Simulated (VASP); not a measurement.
Input of a VASP 6.6.1 run:

File POSCAR:

```
BaTiO3
1.0
    3.9915085000      0.0000000000      0.0000000000
    0.0100976400      3.9914985300      0.0000000000
    0.0100976400      0.0100777000      3.9914786000
Ba Ti O
1 1 3
Direct
    0.0000000000      0.0000000000      0.0000000000
    0.4870000000      0.4870000000      0.4870000000
    0.5092000000      0.5092000000      0.0189000000
    0.0189000000      0.5092000000      0.5092000000
    0.5092000000      0.0189000000      0.5092000000
```

Contents of INCAR.step1:

```
SYSTEM = BaTiO3
PREC = Accurate
ENCUT = 910
ISMEAR = -1
SIGMA = 0.0102
LREAL = .False.
LASPH = .True.
NELM = 120
NBANDS = 28
GGA = PE
ALGO = Normal
EDIFF = 1E-5
LWAVE = .True.
LCHARG = .False.
GGA_COMPAT = .False.
```

The input INCAR.step2:

```
SYSTEM = BaTiO3
PREC = Accurate
ENCUT = 910
EDIFF = 1E-6
ISMEAR = -1
SIGMA = 0.0102
LREAL = .False.
LASPH = .True.
NELM = 120
ALGO = Normal
ISIF = 2
LWAVE = .False.
LCHARG = .False.
METAGGA = R2SCAN
LMIXTAU = .True.
NBANDS = 28
ISTART = 1
GGA_COMPAT = .False.
```

The input KPOINTS:

```
regular mesh
0
Gamma
  5 5 5
  0 0 0
```

Potentials or basis: VASP PAW PBE potentials, release 64 (Ba_sv, Ti_sv, O_h).

Command:

```sh
$ cat potpaw_PBE.64/Ba_sv/POTCAR potpaw_PBE.64/Ti_sv/POTCAR potpaw_PBE.64/O_h/POTCAR > POTCAR
$ cp INCAR.step1 INCAR
$ mpirun -np 1 vasp_std > vasp.out
$ cp INCAR.step2 INCAR
$ mpirun -np 1 vasp_std > vasp.out
```

Predict the band gap on the k mesh.

2.88 eV (least direct gap 3.15 eV).

What does it give for the pressure?

5.3 GPa.

What does it give for the largest force?

0.208 eV/Å.

Stress tensor (GPa, compression positive):
```
 5.31 -0.12 -0.12
-0.12  5.31 -0.12
-0.12 -0.12  5.31
```

Caveat: the cutoff is under 1.25 times the usual one of these potentials, so pressure, stress and relaxed cells hold a basis-set (Pulay) error; the cell stands under pressure; the PAW data sets were made with another functional, which shifts forces and pressure a little; spin-orbit coupling is left out, which moves the levels of the heavy elements; an odd mesh through Γ misses points on the zone boundary, where band edges can lie.
